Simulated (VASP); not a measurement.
# ZnS: single point with PBE

**Experimental background.**

From “Electronic, vibrational, and thermodynamic properties of ZnS (zincblende and rocksalt structure)”, 2009, arxiv:0911.5022, for a bulk crystal of ZnS at 19 K: band gap 3.85 eV (direct).

The system is ZnS.

```
Zn S
1.0
     0.00000    2.72170    2.72170
     2.72170    0.00000    2.72170
     2.72170    2.72170    0.00000
Zn S
1 1
Direct
  0.25000 0.25000 0.25000
  0.00000 0.00000 0.00000
```

```json
{
 "Program": "VASP 6.6.1",
 "Task": "single point",
 "Functional": "PBE",
 "Potentials or basis": "VASP PAW PBE potentials, release 64 (Zn, S)",
 "Cutoff": "520 eV",
 "k mesh": "6 × 6 × 6",
 "Occupations": "gaussian, width 0.01 eV",
 "Spin": "no spin polarisation",
 "Dipole correction": "no",
 "Further INCAR settings": "ALGO = Normal; EDIFF = 1e-07; NBANDS = 16"
}
```

The pressure is 0.2 GPa and the band gap on the k mesh is 2.02 eV, direct.

Levels at points of the mesh, in eV from the valence-band top:
| k point | band 7 | band 8 | band 9 | band 10 | band 11 | band 12 |
| --- | --- | --- | --- | --- | --- | --- |
| (0.00, 0.00, 0.00) | 0.00 | 0.00 | 0.00 | 2.02 | 6.41 | 6.41 |
| (0.50, 0.00, 0.00) | -5.15 | -0.83 | -0.83 | 3.27 | 6.94 | 6.94 |
| (0.50, 0.50, 0.00) | -4.47 | -2.14 | -2.14 | 3.45 | 4.07 | 10.83 |

Wall time 9.1 s on 1 thread of AMD EPYC 9R45 96-Core Processor (Zen 5), with other jobs on the host, peak memory 0.13 GiB.

Measured gap of ZnS: 3.85 eV (direct; 19 K; quoted in “Electronic, vibrational, and thermodynamic properties of ZnS (zincblende and rocksalt structure)”, 2009, arxiv:0911.5022). This calculation gives 2.02 eV (-1.83 eV). The value is that of PBE, without temperature or zero-point motion. Semilocal functionals fall short of measured gaps as a rule.
